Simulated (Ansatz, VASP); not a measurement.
Re: VASP beside Ansatz

```
CELL_PARAMETERS angstrom
0.00000 2.09846 1.62211
2.09846 0.00000 1.62211
2.09846 2.09846 0.00000
ATOMIC_POSITIONS crystal
Re 0.00000 0.00000 0.00000
```

Alike in both runs: task single point; functional PBE; k mesh 10 × 10 × 10; occupations gaussian, width 0.15 eV; no spin polarisation.

```csv
,VASP,Ansatz
version,VASP 6.6.1,Ansatz 0.2.0
potentials or method,"VASP PAW PBE potentials, release 64 (Re), cutoff 520 eV","scalar-relativistic, plane waves, PAW"
valence electrons in the cell,7,15
```

VASP gave:

* gap on the k mesh at the Fermi level (eV): none
* pressure (GPa): 22.4
* traceless stress, the component that is largest in VASP (GPa): 1.93

Task: What did Ansatz give for the same quantities?

Result: gap on the k mesh at the Fermi level (eV): none; pressure (GPa): 22.6; traceless stress, the component that is largest in VASP (GPa): 1.29.

A gap of «none» marks a metal or a gap that the smearing closes. VASP's potentials hold 7 valence electrons a cell and Ansatz's 15, so a difference there can come from the potentials and not from the codes.

Spin-orbit coupling is off throughout.
